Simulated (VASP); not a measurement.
Crystal: Si3Mo.

```
Si Mo
1.0
     2.54835    0.00000    0.00000
     0.00000    2.54835    0.00000
     0.00000    0.00000    9.82930
Si Mo
3 1
Direct
  0.00000 0.00000 0.23122
  0.00000 0.00000 0.50000
  0.00000 0.00000 0.76878
  0.00000 0.00000 0.00000
```

* Program: VASP 6.6.1
* Task: relaxation of cell and atoms
* Functional: PBE
* Potentials or basis: VASP PAW PBE potentials, release 64 (Si, Mo_sv)
* Cutoff: 600 eV
* k mesh: 6 × 6 × 2
* Occupations: gaussian, width 0.1 eV
* Spin: no spin polarisation

At the start: pressure 11.0 GPa; volume 15.96 Å³/atom.

**Question.** How do energy, volume and symmetry change on relaxing?

**Answer.** Over 11 steps the energy falls by 226.1 meV/atom and the volume is 16.37 Å³/atom (+2.6 %); space group P4/mmm (No. 123, to 0.05 Å).

Step by step:
```
step  energy change (eV)  largest force (eV/Å)  pressure (GPa)  volume (Å³)
   1              0.0000                3.0734           10.98        63.83
   2             -0.4666                0.0029          -10.40        74.14
   3             -0.7108                0.6948           -5.26        70.01
   4             -0.7126                0.7891           -4.73        69.69
   5             -0.8103                0.6014            0.73        65.99
   6             -0.8103                0.6048            0.61        66.06
   7             -0.8866                0.3582            2.02        64.68
   8             -0.8909                0.2214            2.67        64.27
   9             -0.8982                0.0896           -1.74        66.35
  10             -0.9039                0.0294           -0.05        65.50
  11             -0.9044                0.0038           -0.01        65.48
```

Final structure:
```cif
data_structure
_symmetry_space_group_name_H-M 'P 1'
_symmetry_Int_Tables_number 1
_cell_length_a 2.5209
_cell_length_b 2.5209
_cell_length_c 10.3032
_cell_angle_alpha 90.000
_cell_angle_beta 90.000
_cell_angle_gamma 90.000
_cell_volume 65.48
loop_
_atom_site_label
_atom_site_type_symbol
_atom_site_fract_x
_atom_site_fract_y
_atom_site_fract_z
_atom_site_occupancy
Si1 Si 0.00000 0.00000 0.25312 1
Si2 Si 0.00000 0.00000 0.50000 1
Si3 Si 0.00000 0.00000 0.74688 1
Mo1 Mo 0.00000 0.00000 0.00000 1
```

Caveat: the k points lie up to 0.42 Å⁻¹ apart in the final cell.
